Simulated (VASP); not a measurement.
# ZrB2: single point with PBE

Crystal: ZrB2.

```
CELL_PARAMETERS angstrom
3.26027 -0.01893 0.00000
-1.64652 2.87915 0.00000
0.00000 0.00000 3.63905
ATOMIC_POSITIONS crystal
Zr 0.05077 0.05949 0.00000
B 0.29563 0.66131 0.50000
B 0.65360 0.27920 0.50000
```

This cell differs from its parent crystal: strained and its atoms moved.

```yaml
Program: VASP 6.6.1
Task: single point
Functional: PBE
Potentials_or_basis: VASP PAW PBE potentials, release 64 (Zr_sv, B)
Cutoff: 520 eV
k_mesh: 14 × 14 × 10
Occupations: gaussian, width 0.1 eV
Spin: no spin polarisation
Dipole_correction: no
Further_INCAR_settings: ALGO = Normal; EDIFF = 1e-07; NBANDS = 16
```

```yaml
Pressure: -13.7 GPa
Largest_force: 2.327 eV/Å
Band_gap_on_the_k_mesh: zero (bands 9 and 10 overlap by 0.70 eV)
```

Forces on the atoms (eV/Å):
```
Zr  -0.934 -2.131  0.000
B    1.264  0.145  0.000
B   -0.330  1.986  0.000
```

Stress tensor (GPa, compression positive):
```
-11.23  -0.70   0.00
 -0.70 -19.57   0.00
  0.00   0.00 -10.37
```

Levels at points of the mesh, in eV from the Fermi level:
| k point | band 7 | band 8 | band 9 | band 10 | band 11 | band 12 |
| --- | --- | --- | --- | --- | --- | --- |
| (0.00, 0.00, 0.00) | -2.37 | -2.31 | -1.56 | 1.85 | 2.81 | 3.00 |
| (0.50, 0.00, 0.00) | -3.37 | -3.30 | -1.78 | 1.13 | 2.61 | 4.10 |
| (0.00, 0.50, 0.00) | -3.20 | -2.82 | -1.89 | 1.27 | 2.27 | 4.24 |
| (0.50, 0.50, 0.00) | -4.12 | -4.00 | -1.48 | 1.31 | 4.26 | 4.26 |
| (0.00, 0.00, 0.50) | -2.41 | -0.53 | 0.20 | 0.31 | 0.84 | 1.66 |
| (0.50, 0.00, 0.50) | -4.11 | -3.90 | -1.85 | 2.57 | 3.22 | 4.67 |
| (0.00, 0.50, 0.50) | -4.02 | -3.94 | -1.85 | 3.08 | 3.39 | 4.59 |
| (0.50, 0.50, 0.50) | -4.29 | -3.22 | -2.53 | 1.98 | 3.34 | 4.61 |

Wall time 98 s on 1 thread of Intel(R) Xeon(R) 6975P-C (Granite Rapids) (shared host), peak memory 0.41 GiB.

Caveat: the cell differs from its parent crystal (strained and its atoms moved); the cell stands under tension; forces of over 1 eV/Å act on the atoms, so gaps and moduli don't describe the material at rest.
